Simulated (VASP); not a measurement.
Si, 1 atom in the cell. It takes space group Im-3m (No. 229, cubic). Conventional cell: a = 2.916 Å, b = 2.916 Å, c = 2.916 Å, α = 90.00°, β = 90.00°, γ = 90.00°. Within 3.3 Å of Si (site symmetry m-3m) lie 14 Si at 2.53 to 2.92 Å.  This cell differs from its parent crystal: volume scaled by 0.88.

```yaml
Program: VASP 6.6.1
Task: single point
Functional: LDA
Potentials_or_basis: VASP PAW LDA potentials, release 64 (Si)
Cutoff: 520 eV
k_mesh: 16 × 16 × 16
Occupations: fermi-dirac, width 0.1 eV
Spin: no spin polarisation
Dipole_correction: no
Further_INCAR_settings: ALGO = Normal; EDIFF = 1e-07; NBANDS = 8
```

Potentials or basis: VASP PAW LDA potentials, release 64 (Si).

Run with:

```bash
$ cat potpaw_LDA.64/Si/POTCAR > POTCAR
$ mpirun -np 1 vasp_std > vasp.out
```

Hardware: 1 thread of AMD EPYC 9R45 96-Core Processor (Zen 5) (shared host).

Q: How long does it take, and how much memory?

A: Wall time 5 s on 1 thread of AMD EPYC 9R45 96-Core Processor (Zen 5), with other jobs on the host, peak memory 0.09 GiB. Counts: scf iterations 9, k points 145.
